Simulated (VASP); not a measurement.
# CdS (Fm-3m) in VASP: single point with HSE06

Aim: the single point of CdS with HSE06.

All numbers are computed with VASP 6.6.1; they aren't measurements. Logs are shortened: lines on timing, memory, paths and dates and some standing lists are left out, and cuts for length are marked.

### Step 1. The cell of the first run

Symmetry: Fm-3m, No. 225, cubic system. The conventional cell has a = 5.454 Å, b = 5.454 Å, c = 5.454 Å, α = 90.00°, β = 90.00°, γ = 90.00°. Within 3.6 Å of Cd (site symmetry m-3m) lie 6 S at 2.73 Å. S (site symmetry m-3m) has 6 Cd at 2.73 Å within 3.6 Å.

### Step 2. Single point, HSE06

Contents of POSCAR:

```
CdS
1.0
    0.0000000000      2.7267765455      2.7267765455
    2.7267765455      0.0000000000      2.7267765455
    2.7267765455      2.7267765455      0.0000000000
Cd S
1 1
Direct
    0.0000000000      0.0000000000      0.0000000000
    0.5000000000      0.5000000000      0.5000000000
```

Contents of INCAR.step1:

```
PREC     = Accurate       # precision mode
ENCUT    = 520            # plane-wave cutoff, eV
EDIFF    = 1E-5           # SCF threshold, eV
ISMEAR   = 0              # smearing method
SIGMA    = 0.01           # smearing width, eV
LREAL    = False          # projectors in reciprocal space
LASPH    = True           # aspherical terms in the spheres
NELM     = 80             # most SCF steps
ALGO     = Normal         # electronic algorithm
ISIF     = 2              # what is computed and relaxed
LWAVE    = True           # write WAVECAR
LCHARG   = False          # write CHGCAR
GGA      = PE             # functional
NBANDS   = 16             # bands
```

Contents of INCAR.step2:

```
PREC     = Accurate       # precision mode
ENCUT    = 520            # plane-wave cutoff, eV
EDIFF    = 1E-6           # SCF threshold, eV
ISMEAR   = 0              # smearing method
SIGMA    = 0.01           # smearing width, eV
LREAL    = False          # projectors in reciprocal space
LASPH    = True           # aspherical terms in the spheres
NELM     = 80             # most SCF steps
ALGO     = Normal         # electronic algorithm
ISIF     = 2              # what is computed and relaxed
LWAVE    = False          # write WAVECAR
LCHARG   = False          # write CHGCAR
GGA      = PE             # functional
LHFCALC  = True           # exact exchange
HFSCREEN = 0.2079         # screening, 1/A
PRECFOCK = Normal       
ISTART   = 1            
NBANDS   = 16             # bands
```

Contents of KPOINTS:

```
regular mesh
0
Gamma
  6 6 6
```

Potentials or basis: VASP PAW PBE potentials, release 64 (Cd, S).

Started as:

```
$ cat potpaw_PBE.64/Cd/POTCAR potpaw_PBE.64/S/POTCAR > POTCAR
$ cp INCAR.step1 INCAR
$ mpirun -np 1 vasp_std > vasp.out
$ cp INCAR.step2 INCAR
$ mpirun -np 1 vasp_std > vasp.out
```

OUTCAR:

```text
PREC = Accurate
   ENCUT = 520
   EDIFF = 1E-6
   ISMEAR = 0
   LREAL = False
   LASPH = True
   NELM = 80
   ISIF = 2
   GGA = PE
   LHFCALC = True
   HFSCREEN = 0.2079
   PRECFOCK = Normal
   ISTART = 1

 ion  position               nearest neighbor table
   1  0.000  0.000  0.000-   2 2.73   2 2.73   2 2.73   2 2.73   2 2.73   2 2.73
   2  0.500  0.500  0.500-   1 2.73   1 2.73   1 2.73   1 2.73   1 2.73   1 2.73

  LATTYP: Found a face centered cubic cell.
 ALAT       =     5.4535530910

  Lattice vectors:

 A1 = (   0.0000000000,   2.7267765455,   2.7267765455)
 A2 = (   2.7267765455,   0.0000000000,   2.7267765455)
 A3 = (   2.7267765455,   2.7267765455,   0.0000000000)

Analysis of symmetry for initial positions (statically):
=====================================================================
 Subroutine PRICEL returns:
 Original cell was already a primitive cell.

 Routine SETGRP: Setting up the symmetry group for a
 face centered cubic supercell.

 Subroutine GETGRP returns: Found 48 space group operations
 (whereof 48 operations were pure point group operations)
 out of a pool of 48 trial point group operations.

The static configuration has the point symmetry O_h .

Analysis of symmetry for dynamics (positions and initial velocities):
=====================================================================
 Subroutine PRICEL returns:
 Original cell was already a primitive cell.

 Routine SETGRP: Setting up the symmetry group for a
 face centered cubic supercell.

 Subroutine GETGRP returns: Found 48 space group operations
 (whereof 48 operations were pure point group operations)
 out of a pool of 48 trial point group operations.

The dynamic configuration has the point symmetry O_h .

 Subroutine INISYM returns: Found 48 space group operations
 (whereof 48 operations are pure point group operations),
 and found     1 'primitive' translations

----------------------------------------------------------------------------------------

                                     Primitive cell

  volume of cell :      40.5489

  direct lattice vectors                    reciprocal lattice vectors
     0.000000000  2.726776545  2.726776545    -0.183366694  0.183366694  0.183366694
     2.726776545  0.000000000  2.726776545     0.183366694 -0.183366694  0.183366694
     2.726776545  2.726776545  0.000000000     0.183366694  0.183366694 -0.183366694

  length of vectors
     3.856244372  3.856244372  3.856244372     0.317600430  0.317600430  0.317600430

  position of ions in fractional coordinates (direct lattice)
     0.000000000  0.000000000  0.000000000
     0.500000000  0.500000000  0.500000000

  ion indices of the primitive-cell ions
   primitive index   ion index
                 1           1
                 2           2

----------------------------------------------------------------------------------------

 KPOINTS: regular mesh

Automatic generation of k-mesh.
 Grid dimensions read from file:
 generate k-points for:    6    6    6

 Generating k-lattice:

  Cartesian coordinates                     Fractional coordinates (reciprocal lattice)
    -0.030561116  0.030561116  0.030561116     0.166666667  0.000000000  0.000000000
     0.030561116 -0.030561116  0.030561116     0.000000000  0.166666667  0.000000000
     0.030561116  0.030561116 -0.030561116     0.000000000  0.000000000  0.166666667

  Length of vectors
     0.052933405  0.052933405  0.052933405

  Shift w.r.t. Gamma in fractional coordinates (k-lattice)
     0.000000000  0.000000000  0.000000000

 Subroutine IBZKPT returns following result:
 ===========================================

 Found     16 irreducible k-points:

 Following reciprocal coordinates:
            Coordinates               Weight
  0.000000  0.000000  0.000000      1.000000
  0.166667  0.000000  0.000000      8.000000
  0.333333  0.000000  0.000000      8.000000
  0.500000  0.000000  0.000000      4.000000
  0.166667  0.166667  0.000000      6.000000
  0.333333  0.166667  0.000000     24.000000
[... 8 lines left out ...]
 -0.333333  0.333333  0.166667     24.000000
 -0.333333  0.500000  0.166667     12.000000
   k-points           NKPTS =     16   k-points in BZ     NKDIM =    216   number of bands    NBANDS=     16
   number of dos      NEDOS =    301   number of ions     NIONS =      2
   total plane-waves  NPLWV =  27000
   dimension x,y,z NGX =    30 NGY =   30 NGZ =   30
   dimension x,y,z NGXF=    60 NGYF=   60 NGZF=   60
   ions per type =               1   1
   NGX,Y,Z   is equivalent  to a cutoff of  12.93, 12.93, 12.93 a.u.
   NGXF,Y,Z  is equivalent  to a cutoff of  25.87, 25.87, 25.87 a.u.
 SYSTEM =  unknown system
   PREC   = accura    normal or accurate (medium, high low for compatibility)
   ISTART =      1    job   : 0-new  1-cont  2-samecut
   ICHARG =      0    charge: 1-file 2-atom 10-const
   ISPIN  =      1    spin polarized calculation?
   LNONCOLLINEAR =      F non collinear calculations
   LSORBIT =      F    spin-orbit coupling
   LASPH  =      T    aspherical Exc in radial PAW
   ENCUT  =  520.0 eV  38.22 Ry    6.18 a.u.   7.17  7.17  7.17*2*pi/ulx,y,z
   NELM   =     80;   NELMIN=  2; NELMDL=  0     # of ELM steps
   EDIFF  = 0.1E-05   stopping-criterion for ELM
   LREAL  =      F    real-space projection
   EDIFFG = 0.1E-04   stopping-criterion for IOM
   NSW    =      0    number of steps for IOM
   IBRION =     -1    ionic relax: 0-MD 1-quasi-New 2-CG
   NFREE  =      0    steps in history (QN), initial steepest desc. (CG)
   ISIF   =      2    stress and relaxation
   ISYM   =      3    0-nonsym 1-usesym 2-fastsym
   POTIM  = 0.5000    time-step for ionic-motion
   TEBEG  =    0.0;   TEEND  =   0.0 temperature during run
   PSTRESS=    0.0 pullay stress
   NELECT =      18.0000    total number of electrons
   NUPDOWN=      -1.0000    fix difference up-down
   EMIN   =  10.00;   EMAX   =-10.00  energy-range for DOS
   EFERMI =   0.00;   METHOD = LEGACY
   ISMEAR =     0;   SIGMA  =   0.01  broadening in eV -4-tet -1-fermi 0-gaus
   EFERMI_NEDOS =   21; number of points for ismear=-14 and -15
   IALGO  =     38    algorithm
   IMIX   =      1    mixing-type and parameters
     AMIX     =   0.40;   BMIX     =  1.00
     AMIX_MAG =   1.60;   BMIX_MAG =  1.00
  volume/ion in A,a.u.               =      20.27       136.82
  Fermi-wavevector in a.u.,A,eV,Ry     =   1.248838  2.359962 21.219598  1.559596
  Thomas-Fermi vector in A             =   2.382906
   LORBIT       =      0    0 simple, 1 ext, 2 COOP (PROOUT), +10 PAW based schemes
   GGA     = PE    functional components
   LHFCALC =     T    Hartree Fock is set to
   PRECFOCK=normal    Normal, Fast or Accurate (Low or Medium for compatibility)
   ENCUT4O =  -1.0   cutoff for four orbital integrals eV
   NKREDX  =     1    reduce k-point grid by
   NKREDY  =     1    reduce k-point grid by
   NKREDZ  =     1    reduce k-point grid by
   AEXX    =    0.2500 exact exchange contribution
   HFSCREEN=    0.2079 screening length (either q_TF or 0.3 A-1)
   HFSCREENC=   0.2079 screening length for correlation (either q_TF or 0.3 A-1)
   ENCUTFOCK=  -1.0 apply spherical cutoff to Coloumb kernel
   IVDW    =     0    specifies the selected vdW correction
   LEPSILON=     F    determine dielectric tensor
   LRPA    =     F    only Hartree local field effects (RPA)
 non-spin polarized calculation
 Gauss-broadening in eV      SIGMA  =   0.01
  energy-cutoff  :      520.00
  volume of cell :       40.55
 maximum number of plane-waves:      1113
 NGX is ok and might be reduce to    30
  NGX = 24; NGY = 24; NGZ = 24

 number of electron      18.0000003 magnetization

 Free energy of the ion-electron system (eV)
  ---------------------------------------------------
  ext. energy  EPLUGINS =         0.00000000
  ---------------------------------------------------
  free energy    TOTEN  =        -7.35005135 eV

  energy without entropy =       -7.35005135  energy(sigma->0) =       -7.35005135

 E-fermi :   2.4657     XC(G=0):  -8.6260

 val. band max:        2.3681434976   @ k =   0.5000   0.0000   0.0000
 cond. band min:       3.5954090230   @ k =   0.5000   0.5000   0.0000
 fundamental gap:      1.2272655255
 Fermi energy:         2.4657372943

 k-point     1 :       0.0000    0.0000    0.0000
  band No.  band energies     occupation
      1     -11.7448      2.00000
      2      -6.4770      2.00000
      3      -6.4770      2.00000
      4      -6.4506      2.00000
      5      -6.4506      2.00000
      6      -6.4506      2.00000
[... 8 lines left out ...]
     15      15.4221      0.00000
     16      15.4221      0.00000

 k-point     2 :       0.1667    0.0000    0.0000
  band No.  band energies     occupation
      1     -11.4849      2.00000
      2      -6.5552      2.00000
      3      -6.5552      2.00000
      4      -6.4766      2.00000
      5      -6.4029      2.00000
      6      -6.4029      2.00000
[... 8 lines left out ...]
     15      13.9797      0.00000
     16      14.7532      0.00000

 k-point     3 :       0.3333    0.0000    0.0000
  band No.  band energies     occupation
      1     -10.8661      2.00000
      2      -6.7105      2.00000
      3      -6.7105      2.00000
      4      -6.5761      2.00000
      5      -6.2996      2.00000
      6      -6.2996      2.00000
[... 8 lines left out ...]
     15      15.3809      0.00000
     16      15.3809      0.00000

 k-point     4 :       0.5000    0.0000    0.0000
  band No.  band energies     occupation
      1     -10.4778      2.00000
      2      -6.7852      2.00000
      3      -6.7852      2.00000
      4      -6.6788      2.00000
      5      -6.2469      2.00000
      6      -6.2469      2.00000
[... 8 lines left out ...]
     15      16.8592      0.00000
     16      16.8592      0.00000

 k-point     5 :       0.1667    0.1667    0.0000
  band No.  band energies     occupation
      1     -11.4232      2.00000
      2      -6.6162      2.00000
      3      -6.4896      2.00000
      4      -6.4500      2.00000
      5      -6.3986      2.00000
      6      -6.3986      2.00000
[... 8 lines left out ...]
     15      16.3551      0.00000
     16      17.2639      0.00000

 k-point     6 :       0.3333    0.1667    0.0000
  band No.  band energies     occupation
      1     -10.9927      2.00000
      2      -6.6418      2.00000
      3      -6.5436      2.00000
      4      -6.5245      2.00000
      5      -6.3239      2.00000
      6      -6.2886      2.00000
[... 8 lines left out ...]
     15      16.5681      0.00000
     16      16.9982      0.00000
[... 115 lines left out ...]
 k-point    13 :       0.5000    0.5000    0.0000
  band No.  band energies     occupation
      1     -10.7830      2.00000
      2      -6.6068      2.00000
      3      -6.3684      2.00000
      4      -6.1776      2.00000
      5      -6.1776      2.00000
      6      -5.3877      2.00000
[... 8 lines left out ...]
     15      18.4029      0.00000
     16      18.6106      0.00000

 k-point    14 :       0.5000    0.3333    0.1667
  band No.  band energies     occupation
      1     -10.7160      2.00000
      2      -6.6057      2.00000
      3      -6.5149      2.00000
      4      -6.4816      2.00000
      5      -6.2608      2.00000
      6      -6.1162      2.00000
[... 8 lines left out ...]
     15      17.9232      0.00000
     16      19.1672      0.00000

 k-point    15 :      -0.3333    0.3333    0.1667
  band No.  band energies     occupation
      1     -10.5766      2.00000
      2      -6.6613      2.00000
      3      -6.4778      2.00000
      4      -6.4474      2.00000
      5      -6.2144      2.00000
      6      -5.9073      2.00000
[... 8 lines left out ...]
     15      16.7037      0.00000
     16      18.6847      0.00000

 k-point    16 :      -0.3333    0.5000    0.1667
  band No.  band energies     occupation
      1     -10.6534      2.00000
      2      -6.5441      2.00000
      3      -6.5338      2.00000
      4      -6.3270      2.00000
      5      -6.1775      2.00000
      6      -5.5577      2.00000
[... 8 lines left out ...]
     15      17.7548      0.00000
     16      18.5995      0.00000

------------------------ aborting loop because EDIFF is reached ----------------------------------------

  FORCE on cell =-STRESS in cart. coord.  units (eV):
  Direction    XX          YY          ZZ          XY          YZ          ZX
  --------------------------------------------------------------------------------------
  -------------------------------------------------------------------------------------
  Total        0.0984586      0.0984586      0.0984586     -0.0000000     -0.0000000     -0.0000000
  in kB        3.8903232      3.8903232      3.8903232     -0.0000000     -0.0000000     -0.0000000
  external PRESSURE =       3.8903232 kB  Pullay stress =       0.0000000 kB

 VOLUME and BASIS-vectors are now :
 -----------------------------------------------------------------------------
  energy-cutoff  :      520.00
  volume of cell :       40.55
      direct lattice vectors                 reciprocal lattice vectors
     0.000000000  2.726776545  2.726776545    -0.183366694  0.183366694  0.183366694
     2.726776545  0.000000000  2.726776545     0.183366694 -0.183366694  0.183366694
     2.726776545  2.726776545  0.000000000     0.183366694  0.183366694 -0.183366694

 POSITION                                       TOTAL-FORCE (eV/Angst)
 -----------------------------------------------------------------------------------
      0.00000      0.00000      0.00000         0.000000     -0.000000     -0.000000
      2.72678      2.72678      2.72678        -0.000000      0.000000      0.000000
 -----------------------------------------------------------------------------------
    total drift:                                0.000009      0.000013      0.000013

  FREE ENERGIE OF THE ION-ELECTRON SYSTEM (eV)
  ---------------------------------------------------
  free  energy   TOTEN  =        -7.3500513532 eV

  energy  without entropy=       -7.3500513532  energy(sigma->0) =       -7.35005135
```

Run time: 35 min. Hardware: 1 thread of Intel Xeon Platinum 8259CL at 2.50GHz (Skylake/Cascade Lake), shared host; peak memory 0.29 GiB.

Results:

```yaml
Free_energy: -7.3501 eV
Pressure: 0.4 GPa
Band_gap_on_the_k_mesh: 1.23 eV, indirect (least direct gap 2.75 eV)
```

Caveat: the PAW data sets were made with another functional, which shifts forces and pressure a little. A k mesh can miss the band edges.
